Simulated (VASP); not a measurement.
# CsOs3 (Pm-3m) in VASP: further runs

CsOs3 is run at these levels: PBE; tasks: single point, relaxation of cell and atoms.

Everything below comes from runs of VASP 6.6.1. Logs are shortened: lines on timing, memory, paths and dates and some standing lists are left out, and cuts for length are marked.

## 1. The cell of the first run

Symmetry: Pm-3m, No. 221, cubic system. Conventional cell: a = 4.120 Å, b = 4.120 Å, c = 4.120 Å, α = 90.00°, β = 90.00°, γ = 90.00°. Cs (site symmetry m-3m) has 12 Os at 2.91 Å within 3.8 Å. Within 3.8 Å of Os (site symmetry 4/mmm) lie 4 Cs at 2.91 Å and 8 Os at 2.91 Å.

## 2. Single point, PBE

Input file INCAR:

```
ALGO = Normal ; EDIFF = 1E-7
ENCUT = 520 ; GGA = PE
ISIF = 2 ; ISMEAR = 0
LASPH = T ; LCHARG = F
LREAL = F ; LWAVE = F
NBANDS = 24 ; NELM = 100
PREC = Accurate ; SIGMA = 0.1
```

Input file KPOINTS:

```
k-points
0
Gamma
  4 4 4
```

Input file POSCAR:

```
CsOs3
1.0
    4.1197651788      0.0000000000      0.0000000000
    0.0000000000      4.1197651788      0.0000000000
    0.0000000000      0.0000000000      4.1197651788
Cs Os
1 3
Direct
    0.0000000000      0.0000000000      0.0000000000
    0.0000000000      0.5000000000      0.5000000000
    0.5000000000      0.0000000000      0.5000000000
    0.5000000000      0.5000000000      0.0000000000
```

Potentials or basis: VASP PAW PBE potentials, release 64 (Cs_sv, Os).

Command:

```
> cat potpaw_PBE.64/Cs_sv/POTCAR potpaw_PBE.64/Os/POTCAR > POTCAR
> mpirun -np 1 vasp_std > vasp.out
```

OUTCAR:

```text
EDIFF = 1E-7
   ENCUT = 520
   GGA = PE
   ISIF = 2
   ISMEAR = 0
   LASPH = T
   LREAL = F
   NELM = 100
   PREC = Accurate

 ion  position               nearest neighbor table
   1  0.000  0.000  0.000-   2 2.91   3 2.91   4 2.91   2 2.91   3 2.91   2 2.91   4 2.91   2 2.91
                             3 2.91   4 2.91   3 2.91   4 2.91
   2  0.000  0.500  0.500-   1 2.91   3 2.91   4 2.91   1 2.91   4 2.91   1 2.91   3 2.91   1 2.91
                             3 2.91   4 2.91   4 2.91   3 2.91
   3  0.500  0.000  0.500-   1 2.91   2 2.91   4 2.91   1 2.91   4 2.91   2 2.91   4 2.91   4 2.91
                             1 2.91   2 2.91   1 2.91   2 2.91
   4  0.500  0.500  0.000-   1 2.91   2 2.91   3 2.91   2 2.91   3 2.91   1 2.91   3 2.91   3 2.91
                             1 2.91   2 2.91   2 2.91   1 2.91

  LATTYP: Found a simple cubic cell.
 ALAT       =     4.1197651788

  Lattice vectors:

 A1 = (   4.1197651788,   0.0000000000,   0.0000000000)
 A2 = (   0.0000000000,   4.1197651788,   0.0000000000)
 A3 = (   0.0000000000,   0.0000000000,   4.1197651788)

Analysis of symmetry for initial positions (statically):
=====================================================================
 Subroutine PRICEL returns:
 Original cell was already a primitive cell.

 Routine SETGRP: Setting up the symmetry group for a
 simple cubic supercell.

 Subroutine GETGRP returns: Found 48 space group operations
 (whereof 48 operations were pure point group operations)
 out of a pool of 48 trial point group operations.

The static configuration has the point symmetry O_h .

Analysis of symmetry for dynamics (positions and initial velocities):
=====================================================================
 Subroutine PRICEL returns:
 Original cell was already a primitive cell.

 Routine SETGRP: Setting up the symmetry group for a
 simple cubic supercell.

 Subroutine GETGRP returns: Found 48 space group operations
 (whereof 48 operations were pure point group operations)
 out of a pool of 48 trial point group operations.

The dynamic configuration has the point symmetry O_h .

 Subroutine INISYM returns: Found 48 space group operations
 (whereof 48 operations are pure point group operations),
 and found     1 'primitive' translations

----------------------------------------------------------------------------------------

                                     Primitive cell

  volume of cell :      69.9226

  direct lattice vectors                    reciprocal lattice vectors
     4.119765179  0.000000000  0.000000000     0.242732281  0.000000000  0.000000000
     0.000000000  4.119765179  0.000000000     0.000000000  0.242732281  0.000000000
     0.000000000  0.000000000  4.119765179     0.000000000  0.000000000  0.242732281

  length of vectors
     4.119765179  4.119765179  4.119765179     0.242732281  0.242732281  0.242732281

  position of ions in fractional coordinates (direct lattice)
     0.000000000  0.000000000  0.000000000
     0.000000000  0.500000000  0.500000000
     0.500000000  0.000000000  0.500000000
     0.500000000  0.500000000  0.000000000

  ion indices of the primitive-cell ions
   primitive index   ion index
                 1           1
                 2           2
                 3           3
                 4           4

----------------------------------------------------------------------------------------

 KPOINTS: k-points

Automatic generation of k-mesh.
 Grid dimensions read from file:
 generate k-points for:    4    4    4

 Generating k-lattice:

  Cartesian coordinates                     Fractional coordinates (reciprocal lattice)
     0.060683070  0.000000000  0.000000000     0.250000000  0.000000000  0.000000000
     0.000000000  0.060683070  0.000000000     0.000000000  0.250000000  0.000000000
     0.000000000  0.000000000  0.060683070     0.000000000  0.000000000  0.250000000

  Length of vectors
     0.060683070  0.060683070  0.060683070

  Shift w.r.t. Gamma in fractional coordinates (k-lattice)
     0.000000000  0.000000000  0.000000000

 Subroutine IBZKPT returns following result:
 ===========================================

 Found     10 irreducible k-points:

 Following reciprocal coordinates:
            Coordinates               Weight
  0.000000  0.000000  0.000000      1.000000
  0.250000  0.000000  0.000000      6.000000
  0.500000  0.000000  0.000000      3.000000
  0.250000  0.250000  0.000000     12.000000
  0.500000  0.250000  0.000000     12.000000
  0.500000  0.500000  0.000000      3.000000
  0.250000  0.250000  0.250000      8.000000
  0.500000  0.250000  0.250000     12.000000
  0.500000  0.500000  0.250000      6.000000
  0.500000  0.500000  0.500000      1.000000
   k-points           NKPTS =     10   k-points in BZ     NKDIM =     10   number of bands    NBANDS=     24
   number of dos      NEDOS =    301   number of ions     NIONS =      4
   total plane-waves  NPLWV =  32768
   dimension x,y,z NGX =    32 NGY =   32 NGZ =   32
   dimension x,y,z NGXF=    64 NGYF=   64 NGZF=   64
   ions per type =               1   3
   NGX,Y,Z   is equivalent  to a cutoff of  12.91, 12.91, 12.91 a.u.
   NGXF,Y,Z  is equivalent  to a cutoff of  25.83, 25.83, 25.83 a.u.
 SYSTEM =  unknown system
   PREC   = accura    normal or accurate (medium, high low for compatibility)
   ISTART =      0    job   : 0-new  1-cont  2-samecut
   ICHARG =      2    charge: 1-file 2-atom 10-const
   ISPIN  =      1    spin polarized calculation?
   LNONCOLLINEAR =      F non collinear calculations
   LSORBIT =      F    spin-orbit coupling
   LASPH  =      T    aspherical Exc in radial PAW
   ENCUT  =  520.0 eV  38.22 Ry    6.18 a.u.   7.66  7.66  7.66*2*pi/ulx,y,z
   NELM   =    100;   NELMIN=  2; NELMDL= -5     # of ELM steps
   EDIFF  = 0.1E-06   stopping-criterion for ELM
   LREAL  =      F    real-space projection
   EDIFFG = 0.1E-05   stopping-criterion for IOM
   NSW    =      0    number of steps for IOM
   IBRION =     -1    ionic relax: 0-MD 1-quasi-New 2-CG
   NFREE  =      0    steps in history (QN), initial steepest desc. (CG)
   ISIF   =      2    stress and relaxation
   ISYM   =      2    0-nonsym 1-usesym 2-fastsym
   POTIM  = 0.5000    time-step for ionic-motion
   TEBEG  =    0.0;   TEEND  =   0.0 temperature during run
   PSTRESS=    0.0 pullay stress
   NELECT =      33.0000    total number of electrons
   NUPDOWN=      -1.0000    fix difference up-down
   EMIN   =  10.00;   EMAX   =-10.00  energy-range for DOS
   EFERMI =   0.00;   METHOD = LEGACY
   ISMEAR =     0;   SIGMA  =   0.10  broadening in eV -4-tet -1-fermi 0-gaus
   EFERMI_NEDOS =   21; number of points for ismear=-14 and -15
   IALGO  =     38    algorithm
   IMIX   =      4    mixing-type and parameters
     AMIX     =   0.40;   BMIX     =  1.00
     AMIX_MAG =   1.60;   BMIX_MAG =  1.00
  volume/ion in A,a.u.               =      17.48       117.97
  Fermi-wavevector in a.u.,A,eV,Ry     =   1.274599  2.408643 22.104071  1.624603
  Thomas-Fermi vector in A             =   2.407358
   LORBIT       =      0    0 simple, 1 ext, 2 COOP (PROOUT), +10 PAW based schemes
   GGA     = PE    functional components
   LHFCALC =     F    Hartree Fock is set to
   AEXX    =    0.0000 exact exchange contribution
   IVDW    =     0    specifies the selected vdW correction
   LEPSILON=     F    determine dielectric tensor
   LRPA    =     F    only Hartree local field effects (RPA)
 non-spin polarized calculation
 Gauss-broadening in eV      SIGMA  =   0.10
  energy-cutoff  :      520.00
  volume of cell :       69.92
 maximum number of plane-waves:      1924
 NGX is ok and might be reduce to    32
   NGX = 15   NGY = 15   NGZ = 15

 number of electron      33.0000001 magnetization

 Free energy of the ion-electron system (eV)
  ---------------------------------------------------
  ext. energy  EPLUGINS =         0.00000000
  ---------------------------------------------------
  free energy    TOTEN  =       -24.14635149 eV

  energy without entropy =      -24.10391473  energy(sigma->0) =      -24.12513311

 E-fermi :   7.2309     XC(G=0): -12.8695

 val. band max:        7.2190155723   @ k =   0.2500   0.0000   0.0000
 cond. band min:       7.2539413619   @ k =   0.2500   0.2500   0.0000
 fundamental gap:      0.0349257896
 Fermi energy:         7.2309320987

 k-point     1 :       0.0000    0.0000    0.0000
  band No.  band energies     occupation
      1     -15.0640      2.00000
      2      -1.8072      2.00000
      3      -1.8072      2.00000
      4      -1.8072      2.00000
      5       0.0961      2.00000
      6       1.9485      2.00000
[... 16 lines left out ...]
     23      11.9545      0.00000
     24      13.6560      0.00000

 k-point     2 :       0.2500    0.0000    0.0000
  band No.  band energies     occupation
      1     -14.9554      2.00000
      2      -3.2086      2.00000
      3      -2.0845      2.00000
      4      -2.0845      2.00000
      5       1.0369      2.00000
      6       2.6206      2.00000
[... 16 lines left out ...]
     23      12.4446      0.00000
     24      13.4777      0.00000

 k-point     3 :       0.5000    0.0000    0.0000
  band No.  band energies     occupation
      1     -14.8414      2.00000
      2      -4.0926      2.00000
      3      -2.3170      2.00000
      4      -2.3170      2.00000
      5       2.1814      2.00000
      6       3.3447      2.00000
[... 16 lines left out ...]
     23      11.2678      0.00000
     24      13.1379      0.00000
[... 136 lines left out ...]
 k-point     9 :       0.5000    0.5000    0.2500
  band No.  band energies     occupation
      1     -14.7563      2.00000
      2      -3.0499      2.00000
      3      -3.0499      2.00000
      4      -2.6003      2.00000
      5       2.0305      2.00000
      6       2.5418      2.00000
[... 16 lines left out ...]
     23      11.4412      0.00000
     24      13.7341      0.00000

 k-point    10 :       0.5000    0.5000    0.5000
  band No.  band energies     occupation
      1     -14.7689      2.00000
      2      -2.5783      2.00000
      3      -2.5783      2.00000
      4      -2.5783      2.00000
      5       1.5396      2.00000
      6       1.5396      2.00000
[... 16 lines left out ...]
     23      11.9104      0.00000
     24      13.0533      0.00000

------------------------ aborting loop because EDIFF is reached ----------------------------------------

  FORCE on cell =-STRESS in cart. coord.  units (eV):
  Direction    XX          YY          ZZ          XY          YZ          ZX
  --------------------------------------------------------------------------------------
  -------------------------------------------------------------------------------------
  Total        1.1629249      1.1629249      1.1629249      0.0000000      0.0000000     -0.0000000
  in kB       26.6467874     26.6467874     26.6467874      0.0000000      0.0000000     -0.0000000
  external PRESSURE =      26.6467874 kB  Pullay stress =       0.0000000 kB

 VOLUME and BASIS-vectors are now :
 -----------------------------------------------------------------------------
  energy-cutoff  :      520.00
  volume of cell :       69.92
      direct lattice vectors                 reciprocal lattice vectors
     4.119765179  0.000000000  0.000000000     0.242732281  0.000000000  0.000000000
     0.000000000  4.119765179  0.000000000     0.000000000  0.242732281  0.000000000
     0.000000000  0.000000000  4.119765179     0.000000000  0.000000000  0.242732281

 POSITION                                       TOTAL-FORCE (eV/Angst)
 -----------------------------------------------------------------------------------
      0.00000      0.00000      0.00000         0.000000      0.000000      0.000000
      0.00000      2.05988      2.05988         0.000000      0.000000      0.000000
      2.05988      0.00000      2.05988         0.000000      0.000000      0.000000
      2.05988      2.05988      0.00000         0.000000      0.000000      0.000000
 -----------------------------------------------------------------------------------
    total drift:                                0.000000     -0.000000     -0.000000

  FREE ENERGIE OF THE ION-ELECTRON SYSTEM (eV)
  ---------------------------------------------------
  free  energy   TOTEN  =       -24.1463514922 eV

  energy  without entropy=      -24.1039147309  energy(sigma->0) =      -24.12513311
```

Wall time 9.6 s (1 thread of Intel Xeon 6975P-C (Granite Rapids), shared host); peak memory 0.18 GiB.

What came out:

* Free energy: -24.1464 eV
* Pressure: 2.7 GPa
* Band gap on the k mesh: zero (an odd number of electrons rules out a gap without spin polarisation)

Caveat: the k points lie up to 0.38 Å⁻¹ apart, too coarse for converged energies and pressures of a metal; spin-orbit coupling is left out, which moves the levels of the heavy elements.

## 3. Relaxation of cell and atoms, PBE

This run uses another cell than the first one, of 20.87 Å³/atom.

Input file INCAR:

```
PREC = Accurate
ENCUT = 600
EDIFF = 1E-7
ISMEAR = 0
SIGMA = 0.1
LREAL = F
LASPH = T
NELM = 80
ALGO = Normal
ISIF = 3
LWAVE = F
LCHARG = F
GGA = PE
IBRION = 2
NSW = 90
EDIFFG = -0.04
```

Input file KPOINTS:

```
regular mesh
0
Gamma
  4 4 4
```

Input file POSCAR:

```
CsOs3
1.0
    4.3701338015      0.0000000000      0.0000000000
    0.0000000000      4.3701338015      0.0000000000
    0.0000000000      0.0000000000      4.3701338015
Cs Os
1 3
Direct
    0.0000000000      0.0000000000      0.0000000000
    0.0000000000      0.5000000000      0.5000000000
    0.5000000000      0.0000000000      0.5000000000
    0.5000000000      0.5000000000      0.0000000000
```

Potentials or basis: VASP PAW PBE potentials, release 64 (Cs_sv, Os).

Command:

```
> cat potpaw_PBE.64/Cs_sv/POTCAR potpaw_PBE.64/Os/POTCAR > POTCAR
> mpirun -np 1 vasp_std > vasp.out
```

It took 42 s on 1 thread of Intel Xeon 6975P-C (Granite Rapids), shared host; peak memory 0.22 GiB.

Results (log left out):

```yaml
Free_energy: -24.1578 eV
Relaxed_volume: 17.79 Å³/atom
Relaxed_cell: a = 4.144 Å, b = 4.144 Å, c = 4.144 Å, α = 90.00°, β = 90.00°, γ = 90.00°
Space_group_after_relaxing_to_0.1_Å: Pm-3m (No. 221)
Energy_gained_by_relaxing: 196.0 meV/atom
Ionic_steps: 4
Pressure_after_relaxing: -0.3 GPa
Band_gap_on_the_k_mesh: zero (an odd number of electrons rules out a gap without spin polarisation)
```

Step by step:
| step | energy change (eV) | largest force (eV/Å) | pressure (GPa) | volume (Å³) |
| --- | --- | --- | --- | --- |
| 1 | 0.0000 | 0.0000 | -16.84 | 83.46 |
| 2 | 0.5837 | 0.0000 | 46.50 | 59.68 |
| 3 | -0.7826 | 0.0000 | -0.99 | 71.48 |
| 4 | -0.7838 | 0.0000 | -0.28 | 71.17 |

Final structure:
```
Cs Os
1.0
     4.14415    0.00000    0.00000
     0.00000    4.14415    0.00000
     0.00000    0.00000    4.14415
Cs Os
1 3
Direct
  0.00000 0.00000 0.00000
  0.00000 0.50000 0.50000
  0.50000 0.00000 0.50000
  0.50000 0.50000 0.00000
```

Levels at points of the mesh, in eV from the Fermi level:
```tsv
k point	band 12	band 13	band 14	band 15	band 16	band 17	band 18	band 19	band 20
(0.00, 0.00, 0.00)	-1.26	-1.26	-1.26	0.59	0.59	1.68	2.25	2.25	2.25
(0.50, 0.00, 0.00)	-2.32	-1.50	-1.50	-1.03	-0.75	0.24	0.24	0.82	1.18
(0.50, 0.50, 0.00)	-1.43	-1.26	-1.26	-1.07	-0.22	-0.04	0.40	0.40	0.48
(0.50, 0.50, 0.50)	-1.35	-1.35	-1.35	-0.65	-0.65	-0.29	1.76	1.76	1.76
```

Caveat: spin-orbit coupling is left out, which moves the levels of the heavy elements.

(Continued in part 2 of 2.)
